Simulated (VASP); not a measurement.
# Si3S2 (R-3m) in VASP: a series of runs, part 2 of 2

VASP 6.6.1. The steps go on from the part before.

## 4. Relaxation of cell and atoms, PBE

The input, INCAR:

```
SYSTEM = Si3S2
ALGO = Normal
EDIFF = 1E-6
EDIFFG = -0.04
ENCUT = 600
GGA = PE
IBRION = 2
ISIF = 3
ISMEAR = 0
LASPH = .True.
LCHARG = .False.
LREAL = .False.
LWAVE = .False.
NELM = 60
NSW = 90
PREC = Accurate
SIGMA = 0.1
```

The input, KPOINTS:

```
k-points
0
Gamma
  6 6 6
  0 0 0
```

The input, POSCAR:

```
Si3S2
1.0
    1.7775595700      1.0262745000      8.1908751400
   -1.7775595700      1.0262745000      8.1908751400
    0.0000000000     -2.0525489900      8.1908751400
Si S
3 2
Direct
    0.0000000000      0.0000000000      0.0000000000
    0.2117000100      0.2117000100      0.2117000100
    0.7882999900      0.7882999900      0.7882999900
    0.4007999900      0.4007999900      0.4007999900
    0.5992000100      0.5992000100      0.5992000100
```

Potentials or basis: VASP PAW PBE potentials, release 64 (Si, S).

Command:

```
cat potpaw_PBE.64/Si/POTCAR potpaw_PBE.64/S/POTCAR > POTCAR
mpirun -np 1 vasp_std > vasp.out
```

OUTCAR:

```text
SYSTEM = Si3S2
   EDIFF = 1E-6
   EDIFFG = -0.04
   ENCUT = 600
   GGA = PE
   IBRION = 2
   ISIF = 3
   ISMEAR = 0
   LASPH = .True.
   LREAL = .False.
   NELM = 60
   NSW = 90
   PREC = Accurate

 ion  position               nearest neighbor table
   1  0.000  0.000  0.000-   5 2.64   5 2.64   4 2.64   4 2.64   5 2.64   4 2.64
   2  0.212  0.212  0.212-   5 2.45   5 2.45   5 2.45   3 3.02   3 3.02   3 3.02
   3  0.788  0.788  0.788-   4 2.45   4 2.45   4 2.45   2 3.02   2 3.02   2 3.02
   4  0.401  0.401  0.401-   3 2.45   3 2.45   3 2.45   1 2.64   1 2.64   1 2.64
   5  0.599  0.599  0.599-   2 2.45   2 2.45   2 2.45   1 2.64   1 2.64   1 2.64

  LATTYP: Found a trigonal (rhomboedric) cell.
 ALAT       =     8.4441336402
 COS(alpha) =     0.9113725758

  Lattice vectors:

 A1 = (   1.7775595700,   1.0262745000,   8.1908751400)
 A2 = (  -1.7775595700,   1.0262745000,   8.1908751400)
 A3 = (   0.0000000000,  -2.0525489900,   8.1908751400)

Analysis of symmetry for initial positions (statically):
=====================================================================
 Subroutine PRICEL returns:
 Original cell was already a primitive cell.

 Routine SETGRP: Setting up the symmetry group for a
 trigonal (rhombohedral) supercell.

 Subroutine GETGRP returns: Found 12 space group operations
 (whereof 12 operations were pure point group operations)
 out of a pool of 12 trial point group operations.

The static configuration has the point symmetry D_3d.

Analysis of symmetry for dynamics (positions and initial velocities):
=====================================================================
 Subroutine PRICEL returns:
 Original cell was already a primitive cell.

 Routine SETGRP: Setting up the symmetry group for a
 trigonal (rhombohedral) supercell.

 Subroutine GETGRP returns: Found 12 space group operations
 (whereof 12 operations were pure point group operations)
 out of a pool of 12 trial point group operations.

The dynamic configuration has the point symmetry D_3d.

 Subroutine INISYM returns: Found 12 space group operations
 (whereof 12 operations are pure point group operations),
 and found     1 'primitive' translations

----------------------------------------------------------------------------------------

                                     Primitive cell

  volume of cell :      89.6539

  direct lattice vectors                    reciprocal lattice vectors
     1.777559570  1.026274500  8.190875140     0.281284525  0.162399696  0.040695692
    -1.777559570  1.026274500  8.190875140    -0.281284525  0.162399696  0.040695692
     0.000000000 -2.052548990  8.190875140     0.000000000 -0.324799393  0.040695692

  length of vectors
     8.444133640  8.444133640  8.444133639     0.327338945  0.327338945  0.327338945

  position of ions in fractional coordinates (direct lattice)
     0.000000000  0.000000000  0.000000000
     0.211700010  0.211700010  0.211700010
     0.788299990  0.788299990  0.788299990
     0.400799990  0.400799990  0.400799990
     0.599200010  0.599200010  0.599200010

  ion indices of the primitive-cell ions
   primitive index   ion index
                 1           1
                 2           2
                 3           3
                 4           4
                 5           5

[... 62 lines left out ...]
   PREC   = accura    normal or accurate (medium, high low for compatibility)
   ISTART =      0    job   : 0-new  1-cont  2-samecut
   ICHARG =      2    charge: 1-file 2-atom 10-const
   ISPIN  =      1    spin polarized calculation?
   LNONCOLLINEAR =      F non collinear calculations
   LSORBIT =      F    spin-orbit coupling
   LASPH  =      T    aspherical Exc in radial PAW
   ENCUT  =  600.0 eV  44.10 Ry    6.64 a.u.  16.87 16.87 16.87*2*pi/ulx,y,z
   NELM   =     60;   NELMIN=  2; NELMDL= -5     # of ELM steps
   EDIFF  = 0.1E-05   stopping-criterion for ELM
   LREAL  =      F    real-space projection
   EDIFFG = -.4E-01   stopping-criterion for IOM
   NSW    =     90    number of steps for IOM
   IBRION =      2    ionic relax: 0-MD 1-quasi-New 2-CG
   NFREE  =      1    steps in history (QN), initial steepest desc. (CG)
   ISIF   =      3    stress and relaxation
   ISYM   =      2    0-nonsym 1-usesym 2-fastsym
   POTIM  = 0.5000    time-step for ionic-motion
   TEBEG  =    0.0;   TEEND  =   0.0 temperature during run
   PSTRESS=    0.0 pullay stress
   NELECT =      24.0000    total number of electrons
   NUPDOWN=      -1.0000    fix difference up-down
   EMIN   =  10.00;   EMAX   =-10.00  energy-range for DOS
   EFERMI =   0.00;   METHOD = LEGACY
   ISMEAR =     0;   SIGMA  =   0.10  broadening in eV -4-tet -1-fermi 0-gaus
   EFERMI_NEDOS =   21; number of points for ismear=-14 and -15
   IALGO  =     38    algorithm
   IMIX   =      4    mixing-type and parameters
     AMIX     =   0.40;   BMIX     =  1.00
     AMIX_MAG =   1.60;   BMIX_MAG =  1.00
  volume/ion in A,a.u.               =      17.93       121.00
  Fermi-wavevector in a.u.,A,eV,Ry     =   1.055088  1.993828 15.146161  1.113211
  Thomas-Fermi vector in A             =   2.190273
   LORBIT       =      0    0 simple, 1 ext, 2 COOP (PROOUT), +10 PAW based schemes
   GGA     = PE    functional components
   LHFCALC =     F    Hartree Fock is set to
   AEXX    =    0.0000 exact exchange contribution
   IVDW    =     0    specifies the selected vdW correction
   LEPSILON=     F    determine dielectric tensor
   LRPA    =     F    only Hartree local field effects (RPA)
 conjugate gradient relaxation of ions
 non-spin polarized calculation
 Gauss-broadening in eV      SIGMA  =   0.10
  energy-cutoff  :      600.00
  volume of cell :       89.65
 maximum number of plane-waves:      3014
 NGX is ok and might be reduce to    70
   NGX = 33   NGY = 33   NGZ = 33

--------------------------------------- Ionic step        1  -------------------------------------------

 number of electron      24.0000000 magnetization

 Free energy of the ion-electron system (eV)
  ---------------------------------------------------
  ext. energy  EPLUGINS =         0.00000000
  ---------------------------------------------------
  free energy    TOTEN  =       -22.59260837 eV

  energy without entropy =      -22.57767524  energy(sigma->0) =      -22.58514180

------------------------ aborting loop because EDIFF is reached ----------------------------------------

  FORCE on cell =-STRESS in cart. coord.  units (eV):
  Direction    XX          YY          ZZ          XY          YZ          ZX
  --------------------------------------------------------------------------------------
  -------------------------------------------------------------------------------------
  Total       -1.1832440     -1.1832440      1.0236828      0.0000000      0.0000000      0.0000000
  in kB      -21.1453861    -21.1453861     18.2939187      0.0000000      0.0000000      0.0000000
  external PRESSURE =      -7.9989512 kB  Pullay stress =       0.0000000 kB
[... 98 lines left out ...]
  FREE ENERGIE OF THE ION-ELECTRON SYSTEM (eV)
  ---------------------------------------------------
  free  energy   TOTEN  =       -23.3519940580 eV

  energy  without entropy=      -23.3420654746  energy(sigma->0) =      -23.34702977

 E-fermi :   6.7791     XC(G=0): -10.0986

 val. band max:        6.6406735447   @ k =  -0.3333   0.3333   0.3333
 cond. band min:       6.7899097959   @ k =  -0.3333   0.3333   0.1667
 fundamental gap:      0.1492362513
 Fermi energy:         6.7791391973

 k-point     1 :       0.0000    0.0000    0.0000
  band No.  band energies     occupation
      1      -9.4552      2.00000
      2      -7.1322      2.00000
      3      -4.8227      2.00000
      4      -0.0243      2.00000
      5       1.3346      2.00000
      6       4.5004      2.00000
[... 435 lines left out ...]
      5       0.2310      2.00000
      6       0.6810      2.00000
[... 8 lines left out ...]
     15       9.9702      0.00000
     16      10.8792      0.00000

 [... further k-points ...]

[... ionic steps 4 to 16 ...]

--------------------------------------- Ionic step       17  -------------------------------------------

 number of electron      24.0000001 magnetization

------------------------ aborting loop because EDIFF is reached ----------------------------------------
[... 73 lines left out ...]
--------------------------------------- Ionic step       19  -------------------------------------------

 number of electron      24.0000001 magnetization

 Free energy of the ion-electron system (eV)
  ---------------------------------------------------
  ext. energy  EPLUGINS =         0.00000000
  ---------------------------------------------------
  free energy    TOTEN  =       -24.19246563 eV

  energy without entropy =      -24.18510522  energy(sigma->0) =      -24.18878542

 E-fermi :   6.4478     XC(G=0):  -9.9585

 val. band max:        6.4424649140   @ k =  -0.3333  -0.3333   0.1667
 cond. band min:       6.4647301479   @ k =  -0.3333   0.3333   0.1667
 fundamental gap:      0.0222652338
 Fermi energy:         6.4477597055

 k-point     1 :       0.0000    0.0000    0.0000
  band No.  band energies     occupation
      1      -9.6236      2.00000
      2      -7.3224      2.00000
      3      -5.0613      2.00000
      4      -0.2604      2.00000
      5       1.1325      2.00000
      6       4.1894      2.00000
[... 479 lines left out ...]
  FREE ENERGIE OF THE ION-ELECTRON SYSTEM (eV)
  ---------------------------------------------------
  free  energy   TOTEN  =       -24.1924656278 eV

  energy  without entropy=      -24.1851052181  energy(sigma->0) =      -24.18878542

 reached required accuracy - stopping structural energy minimisation
```

OSZICAR:

```text
N       E                     dE             d eps       ncg     rms          rms(c)
DAV:   1     0.918769877780E+02    0.91877E+02   -0.11067E+04  1024   0.141E+03
DAV:   2    -0.160423731528E+02   -0.10792E+03   -0.10634E+03  1400   0.200E+02
DAV:   3    -0.225897972073E+02   -0.65474E+01   -0.64675E+01  1456   0.512E+01
[... 185 lines left out ...]
DAV:   2    -0.241927554614E+02    0.44841E-03   -0.76724E-03  1464   0.595E-01    0.128E-01
DAV:   3    -0.241925478995E+02    0.20756E-03   -0.48382E-04  1360   0.134E-01    0.810E-02
DAV:   4    -0.241924716953E+02    0.76204E-04   -0.17780E-04  1368   0.776E-02    0.248E-02
DAV:   5    -0.241924664083E+02    0.52871E-05   -0.25835E-05  1416   0.303E-02    0.116E-02
DAV:   6    -0.241924656278E+02    0.78048E-06   -0.12248E-06  1040   0.764E-03
  19 F= -.24192466E+02 E0= -.24188785E+02  d E =-.914340E-03
```

Run time: 38 min. Hardware: 1 thread of Intel Xeon Platinum 8488C (Sapphire Rapids), shared host; peak memory 0.76 GiB.

What came out:

- Free energy: -24.1925 eV
- Relaxed volume: 18.47 Å³/atom
- Relaxed cell: a = 9.179 Å, b = 9.179 Å, c = 9.179 Å, α = 21.66°, β = 21.66°, γ = 21.66°
- Space group after relaxing (to 0.1 Å): R-3m (No. 166)
- Energy gained by relaxing: 320.0 meV/atom
- Ionic steps: 19
- Pressure after relaxing: -0.1 GPa
- Largest force after relaxing: 0.024 eV/Å
- Band gap on the k mesh: zero (bands 12 and 13 overlap by 2.07 eV)

Forces on the atoms (eV/Å):
```
Si   0.000  0.000  0.000
Si   0.000  0.000 -0.017
Si   0.000  0.000  0.017
S    0.000  0.000 -0.024
S    0.000  0.000  0.024
```

Stress tensor (GPa, compression positive):
```
-0.23  0.00  0.00
 0.00 -0.23  0.00
 0.00  0.00  0.13
```

Step by step:
```csv
step,energy change (eV),largest force (eV/Å),pressure (GPa),volume (Å³)
1,0.0000,2.0173,-0.80,89.65
2,-0.4085,1.4124,-2.61,88.48
3,-0.7594,0.7018,-4.29,86.76
4,-0.9756,1.7101,0.94,83.20
5,-0.9649,1.1904,-3.10,84.69
6,-0.9976,1.4756,-1.97,84.12
7,-1.2848,0.8866,5.56,80.55
8,-1.2851,0.8427,5.96,80.41
9,-1.4561,0.3591,2.77,85.27
10,-1.4593,0.4306,3.10,84.69
11,-1.5038,0.3590,-1.63,88.72
12,-1.5085,0.2710,-0.62,87.76
13,-1.5338,0.3078,-0.27,87.85
14,-1.5559,0.3513,0.48,87.94
15,-1.5786,0.1786,0.93,88.78
16,-1.5890,0.0890,1.52,89.68
17,-1.5974,0.1182,-0.75,93.05
18,-1.5989,0.0598,-0.13,92.06
19,-1.5999,0.0240,-0.11,92.37
```

Final structure:
```
Si S
1.0
     1.72504    0.99595    8.96074
    -1.72504    0.99595    8.96074
     0.00000   -1.99191    8.96074
Si S
3 2
Direct
  0.00000 0.00000 0.00000
  0.18799 0.18799 0.18799
  0.81201 0.81201 0.81201
  0.38197 0.38197 0.38197
  0.61803 0.61803 0.61803
```

## 5. Single point, PBE

This run uses another cell than the first one, of 18.94 Å³/atom.

The input, INCAR:

```
SYSTEM = Si3S2
  PREC = Accurate
  ENCUT = 520
  EDIFF = 1E-7
  ISMEAR = 0
  SIGMA = 0.1
  LREAL = .False.
  LASPH = .True.
  NELM = 60
  ALGO = Normal
  ISIF = 2
  LWAVE = .False.
  LCHARG = .False.
  GGA = PE
  NBANDS = 20
```

The input, KPOINTS:

```
Automatic mesh
0
Gamma
  12 12 12
  0 0 0
```

The input, POSCAR:

```
Si3S2
1.0
    1.7312267807      0.9995242479      9.1194546031
   -1.7312267807      0.9995242479      9.1194546031
    0.0000000000     -1.9990484958      9.1194546031
Si S
3 2
Direct
    0.0000000000      0.0000000000      0.0000000000
    0.1866821739      0.1866821739      0.1866821739
    0.8133178261      0.8133178261      0.8133178261
    0.3809101852      0.3809101852      0.3809101852
    0.6190898148      0.6190898148      0.6190898148
```

Command:

```
cat potpaw_PBE.64/Si/POTCAR potpaw_PBE.64/S/POTCAR > POTCAR
mpirun -np 1 vasp_std > vasp.out
```

It took 21 min on 1 thread of Intel Xeon Platinum 8488C (Sapphire Rapids), shared host; peak memory 0.81 GiB.

The run converged. Its results:

- Free energy: -24.1783 eV
- Pressure: -0.1 GPa
- Largest force: 0.026 eV/Å
- Band gap on the k mesh: zero (bands 12 and 13 overlap by 1.97 eV)

Forces in eV/Å, atoms in the order of the input:
```
Si   0.000  0.000  0.000
Si   0.000  0.000 -0.026
Si   0.000  0.000  0.026
S    0.000  0.000 -0.014
S    0.000  0.000  0.014
```

Levels at points of the mesh, in eV from the Fermi level:
```csv
k point,band 10,band 11,band 12,band 13,band 14,band 15
"(0.00, 0.00, 0.00)",-0.92,0.56,1.11,1.11,2.21,2.79
"(0.50, 0.00, 0.00)",-2.29,-1.56,-0.93,-0.85,0.80,2.67
"(0.50, 0.50, 0.00)",-2.25,-2.06,-1.00,0.19,0.40,2.56
"(0.50, 0.50, 0.50)",-2.28,1.11,1.11,1.46,2.09,2.94
```

## 6. Overview

| task | cell | k mesh | cutoff (eV) | gap on the mesh (eV) | pressure (GPa) | largest force (eV/Å) |
| --- | --- | --- | --- | --- | --- | --- |
| single point | a = 8.444 Å, angles 24.3°, 5 atoms, atomic positions A | 6 × 6 × 6 | 520 | none | -0.8 | 2.02 |
| single point | a = 9.171 Å, angles 21.7°, 5 atoms, atomic positions B | 6 × 6 × 6 | 520 | none | 0.0 | 0.04 |
| relaxation of cell and atoms | relaxed from a = 8.444 Å, angles 24.3°, 5 atoms, atomic positions A | 6 × 6 × 6 | 600 | none | -0.1 | 0.02 |
| single point | a = 9.336 Å, angles 21.4°, 5 atoms, atomic positions C | 12 × 12 × 12 | 520 | none | -0.1 | 0.03 |

Alike in all rows: level PBE; potentials or basis VASP PAW PBE potentials, release 64 (Si, S); no spin polarisation; smearing gaussian 0.1 eV.

Caveats: forces of over 1 eV/Å act on the atoms, so gaps and moduli don't describe the material at rest (at least some runs).

Total energies depend on the potentials used, so only differences within one code and one set of settings carry meaning.
